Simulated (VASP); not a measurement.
# Se (Im-3m) in VASP: notebook, part 2 of 3

VASP 6.6.1.

## (4) Single point, PBEsol

This run uses another cell than the first one, of 11.07 Å³/atom, 1.064 times its volume.

INCAR

```
SYSTEM = Se
PREC = Accurate ; ENCUT = 520
EDIFF = 1E-7 ; ISMEAR = -1
SIGMA = 0.05 ; LREAL = .FALSE.
LASPH = .TRUE. ; NELM = 60
ALGO = Normal ; ISIF = 2
LWAVE = .FALSE. ; LCHARG = .TRUE.
GGA = PS ; LELF = .TRUE.
LVHAR = .TRUE. ; NBANDS = 9
```

KPOINTS

```
Automatic mesh
0
G
  13 13 13
  0 0 0
```

POSCAR

```
Se
1.0
   -1.4038000000      1.4038000000      1.4038000000
    1.4038000000     -1.4038000000      1.4038000000
    1.4038000000      1.4038000000     -1.4038000000
Se
1
Direct
    0.0000000000      0.0000000000      0.0000000000
```

Potentials or basis: VASP PAW PBE potentials, release 64 (Se).

The run is started by

```bash
$ cat potpaw_PBE.64/Se/POTCAR > POTCAR
$ mpirun -np 1 vasp_std > vasp.out
```

OUTCAR:

```text
SYSTEM = Se
   PREC = Accurate
   ENCUT = 520
   EDIFF = 1E-7
   ISMEAR = -1
   LREAL = .FALSE.
   LASPH = .TRUE.
   NELM = 60
   ISIF = 2
   GGA = PS

 ion  position               nearest neighbor table
   1  0.000  0.000  0.000-

  LATTYP: Found a body centered cubic cell.
 ALAT       =     2.8076000000

  Lattice vectors:

 A1 = (  -1.4038000000,   1.4038000000,   1.4038000000)
 A2 = (   1.4038000000,  -1.4038000000,   1.4038000000)
 A3 = (   1.4038000000,   1.4038000000,  -1.4038000000)

Analysis of symmetry for initial positions (statically):
=====================================================================
 Subroutine PRICEL returns:
 Original cell was already a primitive cell.

 Routine SETGRP: Setting up the symmetry group for a
 body centered cubic supercell.

 Subroutine GETGRP returns: Found 48 space group operations
 (whereof 48 operations were pure point group operations)
 out of a pool of 48 trial point group operations.

The static configuration has the point symmetry O_h .

Analysis of symmetry for dynamics (positions and initial velocities):
=====================================================================
 Subroutine PRICEL returns:
 Original cell was already a primitive cell.

 Routine SETGRP: Setting up the symmetry group for a
 body centered cubic supercell.

 Subroutine GETGRP returns: Found 48 space group operations
 (whereof 48 operations were pure point group operations)
 out of a pool of 48 trial point group operations.

The dynamic configuration has the point symmetry O_h .

 Subroutine INISYM returns: Found 48 space group operations
 (whereof 48 operations are pure point group operations),
 and found     1 'primitive' translations

----------------------------------------------------------------------------------------

                                     Primitive cell

  volume of cell :      11.0656

  direct lattice vectors                    reciprocal lattice vectors
    -1.403800000  1.403800000  1.403800000     0.000000000  0.356176093  0.356176093
     1.403800000 -1.403800000  1.403800000     0.356176093  0.000000000  0.356176093
     1.403800000  1.403800000 -1.403800000     0.356176093  0.356176093  0.000000000

  length of vectors
     2.431452924  2.431452924  2.431452924     0.503709062  0.503709062  0.503709062

  position of ions in fractional coordinates (direct lattice)
     0.000000000  0.000000000  0.000000000

  ion indices of the primitive-cell ions
   primitive index   ion index
                 1           1

----------------------------------------------------------------------------------------

 KPOINTS: Automatic mesh

Automatic generation of k-mesh.
 Grid dimensions read from file:
 generate k-points for:   13   13   13

 Generating k-lattice:

  Cartesian coordinates                     Fractional coordinates (reciprocal lattice)
     0.000000000  0.027398161  0.027398161     0.076923077  0.000000000  0.000000000
     0.027398161  0.000000000  0.027398161     0.000000000  0.076923077  0.000000000
     0.027398161  0.027398161  0.000000000     0.000000000  0.000000000  0.076923077

  Length of vectors
     0.038746851  0.038746851  0.038746851

  Shift w.r.t. Gamma in fractional coordinates (k-lattice)
     0.000000000  0.000000000  0.000000000

 Subroutine IBZKPT returns following result:
 ===========================================

 Found     84 irreducible k-points:

 Following reciprocal coordinates:
            Coordinates               Weight
  0.000000  0.000000  0.000000      1.000000
  0.076923  0.000000  0.000000     12.000000
  0.153846  0.000000  0.000000     12.000000
  0.230769  0.000000  0.000000     12.000000
  0.307692  0.000000  0.000000     12.000000
  0.384615  0.000000  0.000000     12.000000
[... 16 lines left out ...]
  0.153846  0.076923  0.076923     24.000000
  0.230769  0.076923  0.076923     24.000000
 [... further k-points ...]
   k-points           NKPTS =     84   k-points in BZ     NKDIM =     84   number of bands    NBANDS=      9
   number of dos      NEDOS =    301   number of ions     NIONS =      1
   total plane-waves  NPLWV =   5832
   dimension x,y,z NGX =    18 NGY =   18 NGZ =   18
   dimension x,y,z NGXF=    36 NGYF=   36 NGZF=   36
   ions per type =               1
   NGX,Y,Z   is equivalent  to a cutoff of  12.31, 12.31, 12.31 a.u.
   NGXF,Y,Z  is equivalent  to a cutoff of  24.61, 24.61, 24.61 a.u.
 SYSTEM =  Se
   PREC   = accura    normal or accurate (medium, high low for compatibility)
   ISTART =      0    job   : 0-new  1-cont  2-samecut
   ICHARG =      2    charge: 1-file 2-atom 10-const
   ISPIN  =      1    spin polarized calculation?
   LNONCOLLINEAR =      F non collinear calculations
   LSORBIT =      F    spin-orbit coupling
   LASPH  =      T    aspherical Exc in radial PAW
   ENCUT  =  520.0 eV  38.22 Ry    6.18 a.u.   4.52  4.52  4.52*2*pi/ulx,y,z
   NELM   =     60;   NELMIN=  2; NELMDL= -5     # of ELM steps
   EDIFF  = 0.1E-06   stopping-criterion for ELM
   LREAL  =      F    real-space projection
   EDIFFG = 0.1E-05   stopping-criterion for IOM
   NSW    =      0    number of steps for IOM
   IBRION =     -1    ionic relax: 0-MD 1-quasi-New 2-CG
   NFREE  =      0    steps in history (QN), initial steepest desc. (CG)
   ISIF   =      2    stress and relaxation
   ISYM   =      2    0-nonsym 1-usesym 2-fastsym
   POTIM  = 0.5000    time-step for ionic-motion
   TEBEG  =    0.0;   TEEND  =   0.0 temperature during run
   PSTRESS=    0.0 pullay stress
   NELECT =       6.0000    total number of electrons
   NUPDOWN=      -1.0000    fix difference up-down
   EMIN   =  10.00;   EMAX   =-10.00  energy-range for DOS
   EFERMI =   0.00;   METHOD = LEGACY
   ISMEAR =    -1;   SIGMA  =   0.05  broadening in eV -4-tet -1-fermi 0-gaus
   EFERMI_NEDOS =   21; number of points for ismear=-14 and -15
   IALGO  =     38    algorithm
   IMIX   =      4    mixing-type and parameters
     AMIX     =   0.40;   BMIX     =  1.00
     AMIX_MAG =   1.60;   BMIX_MAG =  1.00
  volume/ion in A,a.u.               =      11.07        74.67
  Fermi-wavevector in a.u.,A,eV,Ry     =   1.334955  2.522699 24.247014  1.782105
  Thomas-Fermi vector in A             =   2.463697
   LORBIT       =      0    0 simple, 1 ext, 2 COOP (PROOUT), +10 PAW based schemes
   GGA     = PS    functional components
   LHFCALC =     F    Hartree Fock is set to
   AEXX    =    0.0000 exact exchange contribution
   IVDW    =     0    specifies the selected vdW correction
   LEPSILON=     F    determine dielectric tensor
   LRPA    =     F    only Hartree local field effects (RPA)
 non-spin polarized calculation
  energy-cutoff  :      520.00
  volume of cell :       11.07
 maximum number of plane-waves:       321
 NGX is ok and might be reduce to    18
   NGX =  9   NGY =  9   NGZ =  9

 number of electron       6.0000001 magnetization

 Free energy of the ion-electron system (eV)
  ---------------------------------------------------
  ext. energy  EPLUGINS =         0.00000000
  ---------------------------------------------------
  free energy    TOTEN  =        -0.84232514 eV

  energy without entropy =       -0.83825844  energy(sigma->0) =       -0.84029179

 E-fermi :  15.1863     XC(G=0): -13.6295

 val. band max:       15.1862179225   @ k =  -0.3846   0.4615   0.2308
 cond. band min:      15.2203935249   @ k =  -0.4615  -0.4615   0.2308
 fundamental gap:      0.0341756025
 Fermi energy:        15.1862986819

 k-point     1 :       0.0000    0.0000    0.0000
  band No.  band energies     occupation
      1      -8.8088      2.00000
      2      22.8571      0.00000
      3      22.8571      0.00000
      4      22.8571      0.00000
      5      29.3139      0.00000
      6      29.3139      0.00000
      7      29.3139      0.00000
      8      33.0685      0.00000
      9      33.0685      0.00000

 k-point     2 :       0.0769    0.0000    0.0000
  band No.  band energies     occupation
      1      -8.5843      2.00000
      2      21.1267      0.00000
      3      21.9242      0.00000
      4      22.6214      0.00000
      5      28.2035      0.00000
      6      28.7191      0.00000
      7      30.6178      0.00000
      8      31.4821      0.00000
      9      31.8342      0.00000
[... 253 lines left out ...]
 k-point    24 :       0.2308    0.0769    0.0769
  band No.  band energies     occupation
      1      -4.7873      2.00000
      2       9.6657      2.00000
      3      14.7295      1.99978
      4      16.6871      0.00000
      5      27.6287      0.00000
      6      27.6664      0.00000
      7      33.7435      0.00000
      8      35.1065      0.00000
      9      38.6547      0.00000

 [... further k-points ...]
[... 5 lines left out ...]
  --------------------------------------------------------------------------------------
  -------------------------------------------------------------------------------------
  Total       11.3124734     11.3124734     11.3124734     -0.0000000      0.0000000     -0.0000000
  in kB     1637.9191060   1637.9191060   1637.9191060     -0.0000000      0.0000000     -0.0000000
  external PRESSURE =    1637.9191060 kB  Pullay stress =       0.0000000 kB

 VOLUME and BASIS-vectors are now :
 -----------------------------------------------------------------------------
  energy-cutoff  :      520.00
  volume of cell :       11.07
      direct lattice vectors                 reciprocal lattice vectors
    -1.403800000  1.403800000  1.403800000     0.000000000  0.356176093  0.356176093
     1.403800000 -1.403800000  1.403800000     0.356176093  0.000000000  0.356176093
     1.403800000  1.403800000 -1.403800000     0.356176093  0.356176093  0.000000000

 POSITION                                       TOTAL-FORCE (eV/Angst)
 -----------------------------------------------------------------------------------
      0.00000      0.00000      0.00000        -0.000000     -0.000000     -0.000000
 -----------------------------------------------------------------------------------
    total drift:                               -0.000000      0.000000     -0.000000

  FREE ENERGIE OF THE ION-ELECTRON SYSTEM (eV)
  ---------------------------------------------------
  free  energy   TOTEN  =        -0.8423251448 eV

  energy  without entropy=       -0.8382584368  energy(sigma->0) =       -0.84029179
```

OSZICAR:

```text
N       E                     dE             d eps       ncg     rms          rms(c)
DAV:   1     0.110207401011E+02    0.11021E+02   -0.35305E+03  1568   0.621E+02
DAV:   2    -0.714254780348E+00   -0.11735E+02   -0.11279E+02  2116   0.841E+01
DAV:   3    -0.875185608840E+00   -0.16093E+00   -0.15792E+00  1835   0.843E+00
DAV:   4    -0.875330976953E+00   -0.14537E-03   -0.14536E-03  2016   0.238E-01
DAV:   5    -0.875330997451E+00   -0.20499E-07   -0.22171E-07  1751   0.310E-03    0.111E+01
DAV:   6    -0.853819566192E+00    0.21511E-01   -0.24070E-03  1880   0.331E-01    0.670E+00
DAV:   7    -0.842379386553E+00    0.11440E-01   -0.43532E-03  1936   0.474E-01    0.666E-02
DAV:   8    -0.842327868360E+00    0.51518E-04   -0.69167E-05  1714   0.535E-02    0.172E-02
DAV:   9    -0.842325417411E+00    0.24509E-05   -0.50461E-06  2008   0.135E-02    0.437E-03
DAV:  10    -0.842325142606E+00    0.27481E-06   -0.28163E-08  1309   0.168E-03    0.103E-03
DAV:  11    -0.842325144826E+00   -0.22204E-08   -0.41037E-09   857   0.382E-04
   1 F= -.84232514E+00 E0= -.84029179E+00  d E =-.406671E-02
```

stdout:

```text
POSCAR found type information on POSCAR Se
 POSCAR found :  1 types and       1 ions
 scaLAPACK will be used
 -----------------------------------------------------------------------------
|                                                                             |
|                                                                             |
|     You enforced a specific xc type in the INCAR file but a different       |
|     I HOPE YOU KNOW WHAT YOU ARE DOING!                                     |
|                                                                             |
 -----------------------------------------------------------------------------

 LDA part: xc-table for (Slater+PW92), standard interpolation
 POSCAR, INCAR and KPOINTS ok, starting setup
 FFT: planning ... GRIDC
 FFT: planning ... GRID_SOFT
 FFT: planning ... GRID
 WAVECAR not read
 entering main loop
```

It used 7.6 s of CPU time on 1 thread of AMD EPYC 7R13 Processor (Zen 3) (shared host).

Results:

```yaml
Free_energy: -0.8423 eV
Pressure: 163.8 GPa
Band_gap_on_the_k_mesh: zero (band 3 reaches 22.86 eV, above the bottom of band 4 at 7.63 eV)
```

Caveat: the PAW data sets were made with another functional, which shifts forces and pressure a little.

## (5) Single point, PBEsol

This run uses another cell than the first one, of 11.40 Å³/atom, 1.096 times its volume.

INCAR

```
SYSTEM = Se
PREC = Accurate
ENCUT = 520
EDIFF = 1E-7
ISMEAR = -1
SIGMA = 0.05
LREAL = .FALSE.
LASPH = .TRUE.
NELM = 80
ALGO = Normal
ISIF = 2
LWAVE = .FALSE.
LCHARG = .FALSE.
GGA = PS
NBANDS = 9
```

KPOINTS is that of step 4.

POSCAR

```
Se
1.0
   -1.4176999139      1.4176999139      1.4176999139
    1.4176999139     -1.4176999139      1.4176999139
    1.4176999139      1.4176999139     -1.4176999139
Se
1
Direct
    0.0000000000      0.0000000000      0.0000000000
```

The run is started by

```bash
$ cat potpaw_PBE.64/Se/POTCAR > POTCAR
$ mpirun -np 1 vasp_std > vasp.out
```

It used 7.2 s of CPU time on 1 thread of AMD EPYC 7R13 Processor (Zen 3), on a shared host.

The run converged. Its results:

```yaml
Free_energy: -1.1625 eV
Pressure: 145.6 GPa
Band_gap_on_the_k_mesh: zero (band 3 reaches 21.94 eV, above the bottom of band 4 at 7.30 eV)
```

Levels at points of the mesh, in eV from the Fermi level:
```
           k point  band 1  band 2  band 3  band 4  band 5  band 6  band 7  band 8
(0.00, 0.00, 0.00)  -23.45    7.39    7.39    7.39   14.06   14.06   14.06   17.79
```

Caveat: the PAW data sets were made with another functional, which shifts forces and pressure a little.

(Part 2 of 3 ends here.)
